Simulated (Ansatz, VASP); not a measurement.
## Ru: VASP beside Ansatz

```xyz
6
Lattice="2.6752 0.0000 0.0000 0.0000 4.2244 0.0000 0.0000 0.0000 21.4059" Properties=species:S:1:pos:R:3 pbc="T T T"
Ru    2.0064    3.1683    8.1305
Ru    0.6688    1.0561    8.7636
Ru    0.6688    3.1683   10.3401
Ru    2.0064    1.0561   11.0658
Ru    2.0064    3.1683   12.6423
Ru    0.6688    1.0561   13.2754
```

Alike in both runs: task single point; functional LDA; k mesh 14 × 9 × 1; occupations fermi-dirac, width 0.1 eV; no spin polarisation.

|  | VASP | Ansatz |
| --- | --- | --- |
| version | VASP 6.6.1 | Ansatz 0.2.0 |
| potentials or method | VASP PAW LDA potentials, release 64 (Ru_pv) | PAW with Ansatz's default frozen-core files, scalar-relativistic |
| plane-wave cutoff (eV) | 520 | 420 |
| valence electrons in the cell | 84 | 96 |

|  | VASP | Ansatz | Ansatz less VASP |
| --- | --- | --- | --- |
| rms of the force components (eV/Å) | 0.024 | 0.001 | -0.0234 |

LDA's correlation is that of Perdew and Zunger in VASP and of Perdew and Wang (1992) in Ansatz. Atom by atom the forces differ by 0.024 eV/Å (rms over components). VASP's potentials hold 84 valence electrons a cell and Ansatz's 96, so a difference there can come from the potentials and not from the codes.
